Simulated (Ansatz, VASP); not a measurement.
## One calculation of WS2, two programs

```
CELL_PARAMETERS angstrom
3.17029 0.02776 -0.01335
-1.56110 2.69468 0.01842
-0.05247 0.05332 12.50133
ATOMIC_POSITIONS crystal
W 0.52938 0.83617 0.19917
W 0.87141 0.51040 0.69858
S 0.54629 0.82912 0.55680
S 0.88384 0.51547 0.06370
S 0.55044 0.82689 0.81864
S 0.92719 0.49824 0.31932
```

Alike in both runs: task single point; functional HSE06; k mesh 4 × 4 × 1; occupations fermi-dirac, width 0.15 eV; no spin polarisation.

|  | VASP | Ansatz |
| --- | --- | --- |
| version | VASP 6.6.1 | Ansatz 0.2.0 development build |
| potentials or method | VASP PAW PBE potentials, release 64 (W_sv, S) | plane waves, PAW datasets (generated soft set 1) |
| plane-wave cutoff (eV) | 520 | 420 |
| valence electrons in the cell | 52 | 52 |

VASP gave:

* gap on the k mesh at the Fermi level (eV): 1.61
* rms of the force components (eV/Å): 1.930

Problem. Estimate Ansatz's values.

Solution. gap on the k mesh at the Fermi level (eV): 1.59; rms of the force components (eV/Å): 1.943.

Atom by atom the forces differ by 0.038 eV/Å (rms over components). Ansatz's warnings: stress exchange threshold loose, stress scf threshold loose.

The k mesh is coarse, so the values compare programs but aren't converged. Spin-orbit coupling is off throughout.
